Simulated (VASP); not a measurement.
# CaO (Lime): relaxation of the atoms with PBE

Crystal: CaO (Lime).

```
Ca O
1.0
     0.00000    2.40650    2.40650
     2.40650    0.00000    2.40650
     2.40650    2.40650    0.00000
Ca O
1 1
Cartesian
  0.0000 0.0000 0.0000
  2.4065 2.4065 2.4065
```

```
Program                : VASP 6.6.1
Task                   : relaxation of the atoms
Functional             : PBE
Potentials or basis    : VASP PAW PBE potentials, release 64 (Ca_sv, O)
Cutoff                 : 520 eV
k mesh                 : 9 × 9 × 9
Occupations            : fermi-dirac, width 0.02 eV
Spin                   : no spin polarisation
Dipole correction      : no
Further INCAR settings : ALGO = Normal; EDIFF = 1e-06; IBRION = 2; EDIFFG = -0.02; NSW = 80
```

| Quantity | Value |
| --- | --- |
| Pressure after relaxing | 1.8 GPa |
| Band gap on the k mesh | 3.69 eV, indirect (least direct gap 4.07 eV) |

Final structure:
```xyz
2
Lattice="0.0000 2.4065 2.4065 2.4065 0.0000 2.4065 2.4065 2.4065 0.0000" Properties=species:S:1:pos:R:3 pbc="T T T"
Ca    0.0000    0.0000    0.0000
O     2.4065    2.4065    2.4065
```

Levels at points of the mesh, in eV from the valence-band top:
| k point | band 6 | band 7 | band 8 | band 9 | band 10 | band 11 |
| --- | --- | --- | --- | --- | --- | --- |
| (0.00, 0.00, 0.00) | 0.00 | 0.00 | 0.00 | 4.68 | 6.22 | 6.22 |

Wall time 7.5 s on 1 thread of Intel(R) Xeon(R) 6975P-C (Granite Rapids), with other jobs on the host, peak memory 0.16 GiB.

Caveat: the relaxation stopped at its first step, so nothing moved. A k mesh can miss the band edges.
